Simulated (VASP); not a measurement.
# BPt in VASP: notebook

The runs below take BPt through single point, relaxation of cell and atoms, with PBE.

Everything below comes from runs of VASP 6.6.1. Logs are shortened: lines on timing, memory, paths and dates and some standing lists are left out, and cuts for length are marked.

### Step 1. The cell of the first run

The typed cell holds 2 atoms: a = 3.040 Å, b = 3.040 Å, c = 2.876 Å, α = 90.00°, β = 90.00°, γ = 90.00°.

### Step 2. Single point, PBE

File INCAR:

```
SYSTEM = BPt
  PREC = Accurate
  ENCUT = 520
  EDIFF = 1E-6
  ISMEAR = 0
  SIGMA = 0.1
  LREAL = .False.
  LASPH = .True.
  NELM = 100
  ALGO = Normal
  ISIF = 2
  LWAVE = .False.
  LCHARG = .False.
  GGA = PE
  NBANDS = 14
```

File KPOINTS:

```
Automatic mesh
0
Gamma
  6 6 8
  0 0 0
```

File POSCAR:

```
BPt
1.0
    2.1496648271     -2.1495794839      0.0000000000
    2.1496648271      2.1495794839      0.0000000000
    0.0000000000      0.0000000000      2.8760870262
B Pt
1 1
Direct
    0.5000000000      0.5000000000      0.0000000000
    0.0000000000      0.0000000000      0.0000000000
```

Potentials or basis: VASP PAW PBE potentials, release 64 (B, Pt).

Started as:

```bash
$ cat potpaw_PBE.64/B/POTCAR potpaw_PBE.64/Pt/POTCAR > POTCAR
$ mpirun -np 1 vasp_std > vasp.out
```

OUTCAR:

```text
SYSTEM = BPt
   PREC = Accurate
   ENCUT = 520
   EDIFF = 1E-6
   ISMEAR = 0
   LREAL = .False.
   LASPH = .True.
   NELM = 100
   ISIF = 2
   GGA = PE

 ion  position               nearest neighbor table
   1  0.500  0.500  0.000-   2 2.15   2 2.15   2 2.15   2 2.15
   2  0.000  0.000  0.000-   1 2.15   1 2.15   1 2.15   1 2.15

  LATTYP: Found a base centered orthorhombic cell.
 ALAT       =     4.2991589678
 B/A-ratio  =     1.0000397023
 C/A-ratio  =     0.6689882946

  Lattice vectors:

 A1 = (  -2.1496648271,  -2.1495794839,   0.0000000000)
 A2 = (   2.1496648271,  -2.1495794839,   0.0000000000)
 A3 = (   0.0000000000,   0.0000000000,   2.8760870262)

Analysis of symmetry for initial positions (statically):
=====================================================================
 Subroutine PRICEL returns:
 Original cell was already a primitive cell.

 Routine SETGRP: Setting up the symmetry group for a
 base centered orthorhombic supercell.

 Subroutine GETGRP returns: Found  8 space group operations
 (whereof  8 operations were pure point group operations)
 out of a pool of  8 trial point group operations.

The static configuration has the point symmetry D_2h.

Analysis of symmetry for dynamics (positions and initial velocities):
=====================================================================
 Subroutine PRICEL returns:
 Original cell was already a primitive cell.

 Routine SETGRP: Setting up the symmetry group for a
 base centered orthorhombic supercell.

 Subroutine GETGRP returns: Found  8 space group operations
 (whereof  8 operations were pure point group operations)
 out of a pool of  8 trial point group operations.

The dynamic configuration has the point symmetry D_2h.

 Subroutine INISYM returns: Found  8 space group operations
 (whereof  8 operations are pure point group operations),
 and found     1 'primitive' translations

----------------------------------------------------------------------------------------

                                     Primitive cell

  volume of cell :      26.5801

  direct lattice vectors                    reciprocal lattice vectors
     2.149664827 -2.149579484  0.000000000     0.232594400 -0.232603634  0.000000000
     2.149664827  2.149579484  0.000000000     0.232594400  0.232603634  0.000000000
     0.000000000  0.000000000  2.876087026     0.000000000  0.000000000  0.347694625

  length of vectors
     3.040024807  3.040024807  2.876087026     0.328944684  0.328944684  0.347694625

  position of ions in fractional coordinates (direct lattice)
     0.500000000  0.500000000  0.000000000
     0.000000000  0.000000000  0.000000000

  ion indices of the primitive-cell ions
   primitive index   ion index
                 1           1
                 2           2

----------------------------------------------------------------------------------------

 KPOINTS: Automatic mesh

Automatic generation of k-mesh.
 Grid dimensions read from file:
 generate k-points for:    6    6    8

 Generating k-lattice:

  Cartesian coordinates                     Fractional coordinates (reciprocal lattice)
     0.038765733 -0.038767272  0.000000000     0.166666667  0.000000000  0.000000000
     0.038765733  0.038767272  0.000000000     0.000000000  0.166666667  0.000000000
     0.000000000  0.000000000  0.043461828     0.000000000  0.000000000  0.125000000

  Length of vectors
     0.054824114  0.054824114  0.043461828

  Shift w.r.t. Gamma in fractional coordinates (k-lattice)
     0.000000000  0.000000000  0.000000000

 Subroutine IBZKPT returns following result:
 ===========================================

 Found     65 irreducible k-points:

 Following reciprocal coordinates:
            Coordinates               Weight
  0.000000  0.000000  0.000000      1.000000
  0.166667  0.000000  0.000000      4.000000
  0.333333  0.000000  0.000000      4.000000
  0.500000  0.000000  0.000000      2.000000
  0.166667  0.166667  0.000000      2.000000
  0.333333  0.166667  0.000000      4.000000
[... 16 lines left out ...]
  0.333333  0.333333  0.125000      4.000000
  0.500000  0.333333  0.125000      8.000000
 [... further k-points ...]
   k-points           NKPTS =     65   k-points in BZ     NKDIM =     65   number of bands    NBANDS=     14
   number of dos      NEDOS =    301   number of ions     NIONS =      2
   total plane-waves  NPLWV =  13824
   dimension x,y,z NGX =    24 NGY =   24 NGZ =   24
   dimension x,y,z NGXF=    48 NGYF=   48 NGZF=   48
   ions per type =               1   1
   NGX,Y,Z   is equivalent  to a cutoff of  13.12, 13.12, 13.87 a.u.
   NGXF,Y,Z  is equivalent  to a cutoff of  26.25, 26.25, 27.75 a.u.
 SYSTEM =  BPt
   PREC   = accura    normal or accurate (medium, high low for compatibility)
   ISTART =      0    job   : 0-new  1-cont  2-samecut
   ICHARG =      2    charge: 1-file 2-atom 10-const
   ISPIN  =      1    spin polarized calculation?
   LNONCOLLINEAR =      F non collinear calculations
   LSORBIT =      F    spin-orbit coupling
   LASPH  =      T    aspherical Exc in radial PAW
   ENCUT  =  520.0 eV  38.22 Ry    6.18 a.u.   5.65  5.65  5.35*2*pi/ulx,y,z
   NELM   =    100;   NELMIN=  2; NELMDL= -5     # of ELM steps
   EDIFF  = 0.1E-05   stopping-criterion for ELM
   LREAL  =      F    real-space projection
   EDIFFG = 0.1E-04   stopping-criterion for IOM
   NSW    =      0    number of steps for IOM
   IBRION =     -1    ionic relax: 0-MD 1-quasi-New 2-CG
   NFREE  =      0    steps in history (QN), initial steepest desc. (CG)
   ISIF   =      2    stress and relaxation
   ISYM   =      2    0-nonsym 1-usesym 2-fastsym
   POTIM  = 0.5000    time-step for ionic-motion
   TEBEG  =    0.0;   TEEND  =   0.0 temperature during run
   PSTRESS=    0.0 pullay stress
   NELECT =      13.0000    total number of electrons
   NUPDOWN=      -1.0000    fix difference up-down
   EMIN   =  10.00;   EMAX   =-10.00  energy-range for DOS
   EFERMI =   0.00;   METHOD = LEGACY
   ISMEAR =     0;   SIGMA  =   0.10  broadening in eV -4-tet -1-fermi 0-gaus
   EFERMI_NEDOS =   21; number of points for ismear=-14 and -15
   IALGO  =     38    algorithm
   IMIX   =      4    mixing-type and parameters
     AMIX     =   0.40;   BMIX     =  1.00
     AMIX_MAG =   1.60;   BMIX_MAG =  1.00
  volume/ion in A,a.u.               =      13.29        89.69
  Fermi-wavevector in a.u.,A,eV,Ry     =   1.289844  2.437452 22.635979  1.663698
  Thomas-Fermi vector in A             =   2.421712
   LORBIT       =      0    0 simple, 1 ext, 2 COOP (PROOUT), +10 PAW based schemes
   GGA     = PE    functional components
   LHFCALC =     F    Hartree Fock is set to
   AEXX    =    0.0000 exact exchange contribution
   IVDW    =     0    specifies the selected vdW correction
   LEPSILON=     F    determine dielectric tensor
   LRPA    =     F    only Hartree local field effects (RPA)
 non-spin polarized calculation
 Gauss-broadening in eV      SIGMA  =   0.10
  energy-cutoff  :      520.00
  volume of cell :       26.58
 maximum number of plane-waves:       732
 NGX is ok and might be reduce to    24
   NGX = 11   NGY = 11   NGZ = 11

 number of electron      13.0000000 magnetization

 Free energy of the ion-electron system (eV)
  ---------------------------------------------------
  ext. energy  EPLUGINS =         0.00000000
  ---------------------------------------------------
  free energy    TOTEN  =       -12.08988137 eV

  energy without entropy =      -12.08454548  energy(sigma->0) =      -12.08721342

 E-fermi :   7.9527     XC(G=0): -11.9017

 val. band max:        7.8883573998   @ k =   0.1667   0.0000   0.0000
 cond. band min:       7.9757041569   @ k =   0.3333   0.1667   0.2500
 fundamental gap:      0.0873467571
 Fermi energy:         7.9526820999

 k-point     1 :       0.0000    0.0000    0.0000
  band No.  band energies     occupation
      1      -3.8889      2.00000
      2       2.1635      2.00000
      3       2.4704      2.00000
      4       4.7268      2.00000
      5       6.0624      2.00000
      6       6.0626      2.00000
      7       8.8977      0.00000
      8       8.8978      0.00000
      9      10.7271      0.00000
     10      16.6297      0.00000
     11      21.4371      0.00000
     12      23.3513      0.00000
     13      23.9427      0.00000
     14      23.9431      0.00000

 k-point     2 :       0.1667    0.0000    0.0000
  band No.  band energies     occupation
      1      -3.3755      2.00000
      2       2.1809      2.00000
      3       2.5742      2.00000
      4       3.5941      2.00000
      5       5.5597      2.00000
      6       6.0956      2.00000
      7       7.8884      1.63701
      8      10.7880      0.00000
      9      11.5299      0.00000
     10      17.9404      0.00000
     11      20.1581      0.00000
     12      21.8328      0.00000
     13      23.8102      0.00000
     14      25.9694      0.00000

 k-point     3 :       0.3333    0.0000    0.0000
  band No.  band energies     occupation
      1      -1.9786      2.00000
      2       1.6389      2.00000
      3       2.2722      2.00000
      4       2.7668      2.00000
      5       4.8051      2.00000
      6       6.1628      2.00000
      7       6.7856      2.00000
      8      13.0570      0.00000
      9      14.2028      0.00000
     10      17.8348      0.00000
     11      20.0034      0.00000
     12      21.1319      0.00000
     13      22.6040      0.00000
     14      23.1402      0.00000

 k-point     4 :       0.5000    0.0000    0.0000
  band No.  band energies     occupation
      1      -0.3380      2.00000
      2       0.2348      2.00000
      3       1.7871      2.00000
      4       2.8411      2.00000
      5       4.4971      2.00000
      6       6.1968      2.00000
      7       6.6987      2.00000
      8      13.9040      0.00000
      9      16.6388      0.00000
     10      16.8647      0.00000
     11      19.9687      0.00000
     12      20.8135      0.00000
     13      21.4204      0.00000
     14      21.8218      0.00000

 k-point     5 :       0.1667    0.1667    0.0000
  band No.  band energies     occupation
      1      -2.8798      2.00000
      2       2.3750      2.00000
      3       2.6013      2.00000
      4       2.6682      2.00000
      5       5.4775      2.00000
      6       5.8366      2.00000
      7       9.1151      0.00000
      8       9.7990      0.00000
      9      12.0744      0.00000
     10      19.2660      0.00000
     11      20.3471      0.00000
[... 276 lines left out ...]
 k-point    22 :      -0.1667    0.1667    0.1250
  band No.  band energies     occupation
      1      -2.6818      2.00000
      2       2.4386      2.00000
      3       2.6491      2.00000
      4       2.9901      2.00000
      5       5.1917      2.00000
      6       5.5471      2.00000
      7       9.2998      0.00000
      8       9.9531      0.00000
      9      11.3214      0.00000
     10      19.0824      0.00000
     11      20.5302      0.00000
     12      21.2727      0.00000
     13      23.3483      0.00000
     14      24.9281      0.00000

 k-point    23 :       0.3333    0.3333    0.1250
  band No.  band energies     occupation
      1      -1.1597      2.00000
      2       1.8187      2.00000
      3       3.3525      2.00000
      4       3.4392      2.00000
      5       4.8446      2.00000
      6       5.1291      2.00000
      7       8.3232      0.00000
      8      10.4039      0.00000
      9      12.2690      0.00000
     10      15.6436      0.00000
     11      19.8122      0.00000
     12      19.9724      0.00000
     13      24.1158      0.00000
     14      25.4194      0.00000

 k-point    24 :       0.5000    0.3333    0.1250
  band No.  band energies     occupation
      1      -1.2426      2.00000
      2       2.6228      2.00000
      3       3.5660      2.00000
      4       3.7201      2.00000
      5       5.1261      2.00000
      6       5.1692      2.00000
      7       6.9065      2.00000
      8      11.1484      0.00000
      9      12.3767      0.00000
     10      13.2943      0.00000
     11      19.6309      0.00000
     12      20.0846      0.00000
     13      25.1233      0.00000
     14      25.4086      0.00000

 [... further k-points ...]
[... 5 lines left out ...]
  --------------------------------------------------------------------------------------
  -------------------------------------------------------------------------------------
  Total       -0.0061292     -0.0038962      0.0122513     -0.0000000      0.0000000      0.0000000
  in kB       -0.3694525     -0.2348498      0.7384774     -0.0000000      0.0000000      0.0000000
  external PRESSURE =       0.0447250 kB  Pullay stress =       0.0000000 kB

 VOLUME and BASIS-vectors are now :
 -----------------------------------------------------------------------------
  energy-cutoff  :      520.00
  volume of cell :       26.58
      direct lattice vectors                 reciprocal lattice vectors
     2.149664827 -2.149579484  0.000000000     0.232594400 -0.232603634  0.000000000
     2.149664827  2.149579484  0.000000000     0.232594400  0.232603634  0.000000000
     0.000000000  0.000000000  2.876087026     0.000000000  0.000000000  0.347694625

 POSITION                                       TOTAL-FORCE (eV/Angst)
 -----------------------------------------------------------------------------------
      2.14966      0.00000      0.00000         0.000000      0.000000      0.000000
      0.00000      0.00000      0.00000        -0.000000     -0.000000      0.000000
 -----------------------------------------------------------------------------------
    total drift:                                0.000000      0.000000     -0.000000

  FREE ENERGIE OF THE ION-ELECTRON SYSTEM (eV)
  ---------------------------------------------------
  free  energy   TOTEN  =       -12.0898813668 eV

  energy  without entropy=      -12.0845454752  energy(sigma->0) =      -12.08721342
```

Run time: 13 s. Hardware: 1 thread of Intel Xeon Platinum 8488C (Sapphire Rapids), shared host; peak memory 0.15 GiB.

What came out:

- Free energy: -12.0899 eV
- Pressure: 0.0 GPa

Caveat: spin-orbit coupling is left out, which moves the levels of the heavy elements.

### Step 3. Single point, PBE

File INCAR:

```
PREC = Accurate ; ENCUT = 520
EDIFF = 1E-6 ; ISMEAR = 0
SIGMA = 0.1 ; LREAL = False
LASPH = True ; NELM = 100
ALGO = Normal ; ISIF = 2
LWAVE = False ; LCHARG = False
GGA = PE ; NBANDS = 14
```

File KPOINTS:

```
Automatic mesh
0
Gamma
  18 18 20
```

File POSCAR:

```
BPt
1.0
    3.0413863561      0.0000000000      0.0000000000
    0.0000000000      3.0413863561      0.0000000000
    0.0000000000      0.0000000000      2.8759052239
B Pt
1 1
Direct
    0.5000000000      0.5000000000      0.0000000000
    0.0000000000      0.0000000000      0.0000000000
```

Potentials or basis: VASP PAW PBE potentials, release 64 (B, Pt).

Started as:

```bash
$ cat potpaw_PBE.64/B/POTCAR potpaw_PBE.64/Pt/POTCAR > POTCAR
$ mpirun -np 1 vasp_std > vasp.out
```

It took 2.2 min on 1 thread of Intel Xeon Platinum 8488C (Sapphire Rapids), shared host; peak memory 0.33 GiB.

It converged, with:

```yaml
Free_energy: -12.0828 eV
Pressure: -0.1 GPa
```

Stress tensor (GPa, compression positive):
```
 0.01  0.00  0.00
 0.00  0.01  0.00
 0.00  0.00 -0.20
```

Levels at points of the mesh, in eV from the Fermi level:
| k point | band 3 | band 4 | band 5 | band 6 | band 7 | band 8 | band 9 | band 10 | band 11 | band 12 |
| --- | --- | --- | --- | --- | --- | --- | --- | --- | --- | --- |
| (0.00, 0.00, 0.00) | -5.47 | -3.18 | -1.86 | -1.86 | 0.99 | 0.99 | 2.83 | 8.70 | 13.52 | 15.42 |
| (0.50, 0.00, 0.00) | -6.11 | -5.10 | -3.42 | -1.72 | -1.21 | 6.00 | 8.72 | 8.94 | 12.05 | 12.87 |
| (0.50, 0.50, 0.00) | -3.31 | -3.31 | -2.72 | -2.72 | -1.42 | 1.72 | 3.43 | 4.38 | 11.92 | 11.92 |
| (0.00, 0.00, 0.50) | -4.54 | -3.31 | -3.31 | -3.03 | 0.63 | 2.00 | 2.00 | 8.08 | 12.61 | 12.64 |
| (0.50, 0.00, 0.50) | -5.78 | -5.36 | -3.04 | -1.46 | 1.70 | 1.93 | 2.31 | 9.23 | 12.24 | 14.82 |
| (0.50, 0.50, 0.50) | -4.95 | -1.58 | -1.58 | -1.32 | -1.01 | -0.82 | 5.42 | 5.98 | 6.60 | 11.88 |

Caveat: spin-orbit coupling is left out, which moves the levels of the heavy elements.

(Continued in part 2 of 2.)
